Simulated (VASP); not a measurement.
Set up this calculation in VASP 6.6.1, as the native input.

```yaml
Task: single point
Functional: r2SCAN
Potentials_or_basis: VASP PAW PBE potentials, release 64 (Ba_sv, Te)
Cutoff: 550 eV
k_mesh: 6 × 6 × 6
Occupations: gaussian, width 0.01 eV
Spin: no spin polarisation
Dipole_correction: no
Further_INCAR_settings: ALGO = Normal; EDIFF = 1e-06; NBANDS = 15
```

BaTe:

```
Ba Te
1.0
     0.00000    3.64295    3.53239
     3.64295    0.00000    3.53239
     3.64295    3.64295    0.00000
Ba Te
1 1
Direct
  0.00000 0.00000 0.00000
  0.50000 0.50000 0.50000
```

This cell differs from its parent crystal: biaxial xy strain +3.1%.

One way to write it, as run:

POSCAR

```
BaTe
1.0
    0.0000000000      3.6429505523      3.5323868441
    3.6429505523      0.0000000000      3.5323868441
    3.6429505523      3.6429505523      0.0000000000
Ba Te
1 1
Direct
    0.0000000000      0.0000000000      0.0000000000
    0.5000000000      0.5000000000      0.5000000000
```

INCAR.step1

```
SYSTEM = BaTe
PREC     = Accurate       ! precision mode
ENCUT    = 550            ! plane-wave cutoff, eV
ISMEAR   = 0              ! smearing method
SIGMA    = 0.01           ! smearing width, eV
LREAL    = .FALSE.        ! projectors in reciprocal space
LASPH    = .TRUE.         ! aspherical terms in the spheres
NELM     = 120            ! most SCF steps
NBANDS   = 15             ! bands
GGA      = PE             ! functional
ALGO     = Normal         ! electronic algorithm
EDIFF    = 1E-5           ! SCF threshold, eV
LWAVE    = .TRUE.         ! write WAVECAR
LCHARG   = .FALSE.        ! write CHGCAR
GGA_COMPAT= .FALSE.
```

INCAR.step2

```
SYSTEM = BaTe
PREC     = Accurate       ! precision mode
ENCUT    = 550            ! plane-wave cutoff, eV
EDIFF    = 1E-6           ! SCF threshold, eV
ISMEAR   = 0              ! smearing method
SIGMA    = 0.01           ! smearing width, eV
LREAL    = .FALSE.        ! projectors in reciprocal space
LASPH    = .TRUE.         ! aspherical terms in the spheres
NELM     = 120            ! most SCF steps
ALGO     = Normal         ! electronic algorithm
ISIF     = 2              ! what is computed and relaxed
LWAVE    = .FALSE.        ! write WAVECAR
LCHARG   = .FALSE.        ! write CHGCAR
METAGGA  = R2SCAN         ! meta-GGA
LMIXTAU  = .TRUE.       
NBANDS   = 15             ! bands
ISTART   = 1            
GGA_COMPAT= .FALSE.
```

KPOINTS

```
regular mesh
0
G
  6 6 6
  0 0 0
```

Potentials or basis: VASP PAW PBE potentials, release 64 (Ba_sv, Te).

Command:

```sh
$ cat potpaw_PBE.64/Ba_sv/POTCAR potpaw_PBE.64/Te/POTCAR > POTCAR
$ cp INCAR.step1 INCAR
$ mpirun -np 1 vasp_std > vasp.out
$ cp INCAR.step2 INCAR
$ mpirun -np 1 vasp_std > vasp.out
```

It gave:

| Item | Value |
| --- | --- |
| Pressure | -1.3 GPa |
| Band gap on the k mesh | 2.00 eV (least direct gap 2.39 eV) |

Caveat: the cell differs from its parent crystal (biaxial xy strain +3.1%); the PAW data sets were made with another functional, which shifts forces and pressure a little; spin-orbit coupling is left out, which moves the levels of the heavy elements.

It took 5 min on 1 thread of Intel Xeon 8259CL (shared host), peak memory 0.28 GiB.
